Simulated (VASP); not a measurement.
A run of VASP 6.6.1 is set up as follows.

INCAR

```
PREC = Accurate
ENCUT = 520
EDIFF = 1E-6
ISMEAR = 0
SIGMA = 0.1
LREAL = F
LASPH = T
NELM = 60
ALGO = Normal
ISIF = 2
LWAVE = F
LCHARG = F
GGA = PS
NBANDS = 16
```

File KPOINTS:

```
regular mesh
0
Gamma
  12 12 12
```

File POSCAR:

```
InSb
1.0
    0.0000000000      2.9611393783      2.9611393783
    2.9611393783      0.0000000000      2.9611393783
    2.9611393783      2.9611393783      0.0000000000
In Sb
1 1
Direct
    0.5000000000      0.5000000000      0.5000000000
    0.0000000000      0.0000000000      0.0000000000
```

Potentials or basis: VASP PAW PBE potentials, release 64 (In_d, Sb).

Command:

```bash
$ cat potpaw_PBE.64/In_d/POTCAR potpaw_PBE.64/Sb/POTCAR > POTCAR
$ mpirun -np 1 vasp_std > vasp.out
```

(1) Predict the pressure.

(2) What does it give for the band gap on the k mesh?

## Answers

(1) 3.8 GPa.

(2) zero (band 9 reaches 8.48 eV, above the bottom of band 10 at 5.34 eV).

Caveat: the cell differs from its parent crystal (As replaced by Sb, lengths x 1.046, strained); the PAW data sets were made with another functional, which shifts forces and pressure a little; spin-orbit coupling is left out, which moves the levels of the heavy elements.
